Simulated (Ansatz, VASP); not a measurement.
# H: VASP beside Ansatz

File INCAR:

```
ALGO     = Normal         # electronic algorithm
EDIFF    = 1E-6           # SCF threshold, eV
ENCUT    = 520            # plane-wave cutoff, eV
ISIF     = 2              # what is computed and relaxed
ISMEAR   = 0              # smearing method
LASPH    = T              # aspherical terms in the spheres
LCHARG   = T              # write CHGCAR
LELF     = T              # ELF
LREAL    = F              # projectors in reciprocal space
LVHAR    = T            
LWAVE    = F              # write WAVECAR
NBANDS   = 8              # bands
NELM     = 80             # most SCF steps
PREC     = Accurate       # precision mode
SIGMA    = 0.05           # smearing width, eV
```

File KPOINTS:

```
k-points
0
Gamma
  10 10 10
```

File POSCAR:

```
H
1.0
   -1.6915344700      1.6915344700      2.0584739900
    1.6915344700     -1.6915344700      2.0584739900
    1.6915344700      1.6915344700     -2.0584739900
H
2
Direct
    0.9098622900      0.9098622900      0.0000000000
    0.0901377100      0.0901377100      0.0000000000
```

Input for Ansatz:

```yaml
crystal:
  lattice:
    - [-1.69153447, 1.69153447, 2.05847399]
    - [1.69153447, -1.69153447, 2.05847399]
    - [1.69153447, 1.69153447, -2.05847399]
  atoms:
    - { symbol: H, position: [0.90986229, 0.90986229, 0.0] }
    - { symbol: H, position: [0.09013771, 0.09013771, 0.0] }
basis:
  ecutwfc: 420
kpoints:
  mp_grid: { grid: [10, 10, 10] }
hamiltonian:
  xc: lda
scf:
  occupations: { method: gaussian, width: 0.05 }
output:
  forces: true
  stress: true
  eigenvalues: true
```

Alike in both runs: task single point; functional LDA; k mesh 10 × 10 × 10; occupations gaussian, width 0.05 eV; no spin polarisation.

|  | VASP | Ansatz |
| --- | --- | --- |
| version | VASP 6.6.1 | Ansatz 0.2.0 |
| potentials or method | VASP PAW LDA potentials, release 64 (H), cutoff 520 eV | scalar-relativistic, plane waves, PAW |
| valence electrons in the cell | 2 | 2 |

|  | VASP | Ansatz | Ansatz less VASP |
| --- | --- | --- | --- |
| gap on the k mesh at the Fermi level (eV) | 8.30 | 8.30 | +0.007 |
| least direct gap on the mesh (eV) | 9.17 | 9.18 | +0.006 |
| pressure (GPa) | 0.7 | 0.9 | +0.19 |
| traceless stress, the component that is largest in VASP (GPa) | 3.28 | 3.28 | -0.006 |
| rms of the force components (eV/Å) | 0.561 | 0.555 | -0.0057 |

LDA's correlation is that of Perdew and Zunger in VASP and of Perdew and Wang (1992) in Ansatz. Atom by atom the forces differ by 0.006 eV/Å (rms over components).
